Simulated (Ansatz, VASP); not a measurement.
Sr2Pb3WC2 in VASP and in Ansatz

```xyz
8
Lattice="3.5412 0.0000 0.0000 0.0000 3.5412 0.0000 0.0000 0.0000 17.0016" Properties=species:S:1:pos:R:3 pbc="T T T"
Sr    0.0000    1.7706    2.5650
Sr    1.7706    0.0000   14.4366
Pb    1.7706    1.7706   11.3479
Pb    0.0000    0.0000    8.5008
Pb    1.7706    1.7706    5.6537
W     0.0000    0.0000    0.0000
C     0.0000    1.7706    9.9259
C     1.7706    0.0000    7.0757
```

Change from the starting cell: species swapped into the In3CuAs2Se2 type (P-4m2, No. 115).

Alike in both runs: functional PBE; k mesh 4 × 4 × 2; occupations gaussian, width 0.2 eV; no spin polarisation.

Ansatz relaxed the structure, and its values are those at the end. VASP's run is a single point on that final structure, the one shown.

|  | VASP | Ansatz |
| --- | --- | --- |
| version | VASP 6.6.1 | Ansatz 0.2.0 |
| potentials or method | VASP PAW PBE potentials, release 64 (Sr_sv, Pb_d, W_sv, C), cutoff 520 eV | scalar-relativistic, plane waves, PAW |
| valence electrons in the cell | 84 | 84 |

|  | VASP | Ansatz | Ansatz less VASP |
| --- | --- | --- | --- |
| gap on the k mesh at the Fermi level (eV) | none | none | - |
| pressure (GPa) | 0.5 | 0.4 | -0.04 |
| rms of the force components (eV/Å) | 0.014 | 0.016 | +0.0026 |

A gap of «none» marks a metal or a gap that the smearing closes. The functional is the same, so the differences come from potentials, cutoffs and numerics.

The k mesh is coarse, so the values compare programs but aren't converged. Neither program's run includes spin-orbit coupling.
